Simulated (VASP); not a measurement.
# As (Fmmm) in VASP: relaxation of cell and atoms with PBE

Aim: the relaxation of cell and atoms of As with PBE.

Everything below comes from runs of VASP 6.6.1. Logs are shortened: lines on timing, memory, paths and dates and some standing lists are left out, and cuts for length are marked.

## 1. The cell of the first run

The structure is orthorhombic, space group Fmmm (No. 69). Conventional cell: a = 3.847 Å, b = 5.485 Å, c = 8.705 Å, α = 90.00°, β = 90.00°, γ = 90.00°. Within 2.0 Å of As (site symmetry mm2) lie 1 As at 1.52 Å.

## 2. Relaxation of cell and atoms, PBE

Contents of INCAR:

```
  ALGO = Normal
  EDIFF = 1E-7
  EDIFFG = -0.04
  ENCUT = 510
  GGA = PE
  GGA_COMPAT = False
  IBRION = 2
  ISIF = 3
  ISMEAR = 0
  LASPH = True
  LCHARG = False
  LREAL = False
  LWAVE = False
  NELM = 120
  NELMIN = 4
  NSW = 90
  PREC = Accurate
  SIGMA = 0.1
```

Contents of KPOINTS:

```
k-points
0
Gamma
  6 6 6
```

Contents of POSCAR:

```
As
1.0
    0.0000000000      2.7424906175      4.3525514185
    1.9237318234      0.0000000000      4.3525514185
    1.9237318234      2.7424906175      0.0000000000
As
2
Direct
    0.0871000000      0.0871000000      0.9129000000
    0.9129000000      0.9129000000      0.0871000000
```

Potentials or basis: VASP PAW PBE potentials, release 64 (As_d).

The run is started by

```console
$ cat potpaw_PBE.64/As_d/POTCAR > POTCAR
$ mpirun -np 1 vasp_std > vasp.out
```

OUTCAR:

```text
EDIFF = 1E-7
   EDIFFG = -0.04
   ENCUT = 510
   GGA = PE
   IBRION = 2
   ISIF = 3
   ISMEAR = 0
   LASPH = True
   LREAL = False
   NELM = 120
   NELMIN = 4
   NSW = 90
   PREC = Accurate

 ion  position               nearest neighbor table
   1  0.087  0.087  0.913-   2 1.52
   2  0.913  0.913  0.087-   1 1.52

  LATTYP: Found a face centered orthorhombic cell.
 ALAT       =     3.8474636468
 B/A-ratio  =     1.4256096324
 C/A-ratio  =     2.2625562282

  Lattice vectors:

 A1 = (   0.0000000000,   2.7424906175,   4.3525514185)
 A2 = (   1.9237318234,   0.0000000000,   4.3525514185)
 A3 = (   1.9237318234,   2.7424906175,   0.0000000000)

Analysis of symmetry for initial positions (statically):
=====================================================================
 Subroutine PRICEL returns:
 Original cell was already a primitive cell.

 Routine SETGRP: Setting up the symmetry group for a
 face centered orthorhombic supercell.

 Subroutine GETGRP returns: Found  8 space group operations
 (whereof  8 operations were pure point group operations)
 out of a pool of  8 trial point group operations.

The static configuration has the point symmetry D_2h.

Analysis of symmetry for dynamics (positions and initial velocities):
=====================================================================
 Subroutine PRICEL returns:
 Original cell was already a primitive cell.

 Routine SETGRP: Setting up the symmetry group for a
 face centered orthorhombic supercell.

 Subroutine GETGRP returns: Found  8 space group operations
 (whereof  8 operations were pure point group operations)
 out of a pool of  8 trial point group operations.

The dynamic configuration has the point symmetry D_2h.

 Subroutine INISYM returns: Found  8 space group operations
 (whereof  8 operations are pure point group operations),
 and found     1 'primitive' translations

----------------------------------------------------------------------------------------

                                     Primitive cell

  volume of cell :      45.9265

  direct lattice vectors                    reciprocal lattice vectors
     0.000000000  2.742490618  4.352551419    -0.259911488  0.182316029  0.114875151
     1.923731823  0.000000000  4.352551419     0.259911488 -0.182316029  0.114875151
     1.923731823  2.742490618  0.000000000     0.259911488  0.182316029 -0.114875151

  length of vectors
[... 74 lines left out ...]
   ISTART =      0    job   : 0-new  1-cont  2-samecut
   ICHARG =      2    charge: 1-file 2-atom 10-const
   ISPIN  =      1    spin polarized calculation?
   LNONCOLLINEAR =      F non collinear calculations
   LSORBIT =      F    spin-orbit coupling
   LASPH  =      T    aspherical Exc in radial PAW
   ENCUT  =  510.0 eV  37.48 Ry    6.12 a.u.   9.47  8.76  6.17*2*pi/ulx,y,z
   NELM   =    120;   NELMIN=  4; NELMDL= -5     # of ELM steps
   EDIFF  = 0.1E-06   stopping-criterion for ELM
   LREAL  =      F    real-space projection
   EDIFFG = -.4E-01   stopping-criterion for IOM
   NSW    =     90    number of steps for IOM
   IBRION =      2    ionic relax: 0-MD 1-quasi-New 2-CG
   NFREE  =      1    steps in history (QN), initial steepest desc. (CG)
   ISIF   =      3    stress and relaxation
   ISYM   =      2    0-nonsym 1-usesym 2-fastsym
   POTIM  = 0.5000    time-step for ionic-motion
   TEBEG  =    0.0;   TEEND  =   0.0 temperature during run
   PSTRESS=    0.0 pullay stress
   NELECT =      30.0000    total number of electrons
   NUPDOWN=      -1.0000    fix difference up-down
   EMIN   =  10.00;   EMAX   =-10.00  energy-range for DOS
   EFERMI =   0.00;   METHOD = LEGACY
   ISMEAR =     0;   SIGMA  =   0.10  broadening in eV -4-tet -1-fermi 0-gaus
   EFERMI_NEDOS =   21; number of points for ismear=-14 and -15
   IALGO  =     38    algorithm
   IMIX   =      4    mixing-type and parameters
     AMIX     =   0.40;   BMIX     =  1.00
     AMIX_MAG =   1.60;   BMIX_MAG =  1.00
  volume/ion in A,a.u.               =      22.96       154.96
  Fermi-wavevector in a.u.,A,eV,Ry     =   1.420455  2.684270 27.452360  2.017692
  Thomas-Fermi vector in A             =   2.541368
   LORBIT       =      0    0 simple, 1 ext, 2 COOP (PROOUT), +10 PAW based schemes
   GGA     = PE    functional components
   LHFCALC =     F    Hartree Fock is set to
   AEXX    =    0.0000 exact exchange contribution
   IVDW    =     0    specifies the selected vdW correction
   LEPSILON=     F    determine dielectric tensor
   LRPA    =     F    only Hartree local field effects (RPA)
 conjugate gradient relaxation of ions
 non-spin polarized calculation
 Gauss-broadening in eV      SIGMA  =   0.10
  energy-cutoff  :      510.00
  volume of cell :       45.93
 maximum number of plane-waves:      1216
 NGX is ok and might be reduce to    40
   NGX = 19   NGY = 17   NGZ = 13

--------------------------------------- Ionic step        1  -------------------------------------------

 number of electron      29.9999992 magnetization

 Free energy of the ion-electron system (eV)
  ---------------------------------------------------
  ext. energy  EPLUGINS =         0.00000000
  ---------------------------------------------------
  free energy    TOTEN  =         4.82048817 eV

  energy without entropy =        4.82413578  energy(sigma->0) =        4.82231197

------------------------ aborting loop because EDIFF is reached ----------------------------------------

  FORCE on cell =-STRESS in cart. coord.  units (eV):
  Direction    XX          YY          ZZ          XY          YZ          ZX
  --------------------------------------------------------------------------------------
  -------------------------------------------------------------------------------------
  Total        2.8763326      4.2852208     84.8015301      0.0000000      0.0000000      0.0000000
  in kB      100.3427723    149.4927750   2958.3577069      0.0000000      0.0000000      0.0000000
  external PRESSURE =    1069.3977514 kB  Pullay stress =       0.0000000 kB
[... 1164 lines left out ...]
     18       6.6519      0.00000
     19       9.6217      0.00000

 [... further k-points ...]

[... ionic steps 4 to 33 ...]

--------------------------------------- Ionic step       34  -------------------------------------------

 number of electron      30.0000010 magnetization

------------------------ aborting loop because EDIFF is reached ----------------------------------------
[... 67 lines left out ...]
--------------------------------------- Ionic step       36  -------------------------------------------

 number of electron      30.0000007 magnetization

 Free energy of the ion-electron system (eV)
  ---------------------------------------------------
  ext. energy  EPLUGINS =         0.00000000
  ---------------------------------------------------
  free energy    TOTEN  =        -8.66325466 eV

  energy without entropy =       -8.66107702  energy(sigma->0) =       -8.66216584

 E-fermi :   3.0702     XC(G=0): -10.2482

 val. band max:        2.8131094778   @ k =  -0.3333   0.1667   0.0000
 cond. band min:       3.0957220414   @ k =   0.5000   0.1667  -0.0000
 fundamental gap:      0.2826125636
 Fermi energy:         3.0701548446
[... 557 lines left out ...]
  FREE ENERGIE OF THE ION-ELECTRON SYSTEM (eV)
  ---------------------------------------------------
  free  energy   TOTEN  =        -8.6632546612 eV

  energy  without entropy=       -8.6610770211  energy(sigma->0) =       -8.66216584

 reached required accuracy - stopping structural energy minimisation
```

OSZICAR:

```text
N       E                     dE             d eps       ncg     rms          rms(c)
DAV:   1     0.199731434468E+03    0.19973E+03   -0.13911E+04  1996   0.771E+03
[... 415 lines left out ...]
DAV:   1    -0.868221097437E+01   -0.19293E-01   -0.21143E-01  2347   0.956E+00    0.791E-01
DAV:   2    -0.866856143864E+01    0.13650E-01   -0.16162E-02  2264   0.252E+00    0.419E-01
DAV:   3    -0.866341441977E+01    0.51470E-02   -0.10973E-02  2208   0.176E+00    0.976E-02
DAV:   4    -0.866325809011E+01    0.15633E-03   -0.94117E-04  2242   0.649E-01    0.274E-02
DAV:   5    -0.866325528052E+01    0.28096E-05   -0.38947E-05  2014   0.926E-02    0.118E-02
DAV:   6    -0.866325462466E+01    0.65586E-06   -0.22960E-06  2141   0.247E-02    0.984E-04
DAV:   7    -0.866325466118E+01   -0.36524E-07   -0.11312E-07  1197   0.532E-03
  36 F= -.86632547E+01 E0= -.86621658E+01  d E =-.337077E-03
```

CONTCAR:

```text
As
   1.00000000000000
     0.0000000000000001    2.5196358273814377    5.3210232137428068
     1.7302278937542479   -0.0000000000000000    5.3210232137428068
     1.7302278937542479    2.5196358273814377    0.0000000000000000
  As
     2
Direct
     0.3385538838892161    0.3385538838892161    0.6614461161107840
     0.6614461161107840    0.6614461161107840    0.3385538838892161

  0.00000000E+00  0.00000000E+00  0.00000000E+00
  0.00000000E+00  0.00000000E+00  0.00000000E+00
```

It took 15 min on 1 thread of AMD EPYC 9R45 (Zen 5), shared host; peak memory 0.19 GiB.

What came out:

| Quantity | Value |
| --- | --- |
| Free energy | -8.6633 eV |
| Relaxed volume | 23.20 Å³/atom |
| Relaxed cell | a = 5.887 Å, b = 5.595 Å, c = 3.057 Å, α = 79.92°, β = 69.34°, γ = 30.74° |
| Space group after relaxing (to 0.1 Å) | Fmmm (No. 69) |
| Pressure after relaxing | 0.0 GPa |
| Largest force after relaxing | 0.032 eV/Å |
| Band gap on the k mesh | zero (bands 15 and 16 overlap by 5.50 eV) |

Forces in eV/Å, atoms in the order of the input:
```
As   0.000  0.000 -0.032
As   0.000  0.000  0.032
```

Final structure:
```yaml
crystal:
  lattice:
    - [0.00000, 2.51964, 5.32102]
    - [1.73023, 0.00000, 5.32102]
    - [1.73023, 2.51964, 0.00000]
  atoms:
    - { symbol: As, position: [0.33855, 0.33855, 0.66145] }
    - { symbol: As, position: [0.66145, 0.66145, 0.33855] }
```

Levels at points of the mesh, in eV from the Fermi level:
```
           k point  band 12  band 13  band 14  band 15  band 16  band 17  band 18  band 19
(0.00, 0.00, 0.00)    -9.97    -4.90     0.61     3.65     4.17     4.33     4.74     8.22
(0.50, 0.00, 0.00)   -10.80    -5.01    -4.69     0.22     0.79     2.44     2.54     8.12
(0.50, 0.50, 0.00)   -10.84    -2.17     0.48     0.98     3.45     4.59     5.21     6.25
(0.50, 0.00, 0.50)    -7.09    -6.40    -2.56    -1.90    -1.85     1.44     1.50     4.48
(0.00, 0.50, 0.50)    -7.78    -6.19    -2.71    -2.70     0.27     0.58     2.04     6.32
```

Caveat: a cell axis changed by over 15 % at a fixed basis, so the end point is rough.

The gap in the log of VASP goes by the Fermi energy; the results here count the filled bands.